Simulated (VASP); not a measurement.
Set up this calculation in VASP 6.6.1, as the native input.

```yaml
Task: single point
Functional: LDA
Potentials_or_basis: VASP PAW LDA potentials, release 64 (Br)
Cutoff: 500 eV
k_mesh: 12 × 12 × 12
Occupations: fermi-dirac, width 0.1 eV
Spin: no spin polarisation
Dipole_correction: no
Further_INCAR_settings: ALGO = Normal; EDIFF = 1e-06; NBANDS = 14
```

The structure of Br lies in POSCAR:

```
Br
1.0
    0.0000000000      2.6281813285      2.6281813285
    2.6281813285      0.0000000000      2.6281813285
    2.6281813285      2.6281813285      0.0000000000
Br
2
Direct
   -0.1250000000     -0.1250000000     -0.1250000000
    0.1250000000      0.1250000000      0.1250000000
```

The input as run:

INCAR

```
PREC = Accurate
ENCUT = 500
EDIFF = 1E-6
ISMEAR = -1
SIGMA = 0.1
LREAL = F
LASPH = T
NELM = 120
ALGO = Normal
ISIF = 2
LWAVE = F
LCHARG = F
GGA = CA
NBANDS = 14
GGA_COMPAT = F
```

KPOINTS

```
Automatic mesh
0
Gamma
  12 12 12
```

Potentials or basis: VASP PAW LDA potentials, release 64 (Br).

Run with:

```console
$ cat potpaw_LDA.64/Br/POTCAR > POTCAR
$ mpirun -np 1 vasp_std > vasp.out
```

Results of the run:

| Property | Result |
| --- | --- |
| Pressure | 79.4 GPa |
| Band gap on the k mesh | zero (band 7 reaches 10.48 eV, above the bottom of band 8 at 4.90 eV) |

Run time: 28 s on 1 thread of Intel(R) Xeon(R) Platinum 8259CL CPU @ 2.50GHz (Skylake/Cascade Lake), with other jobs on the host, peak memory 0.15 GiB.
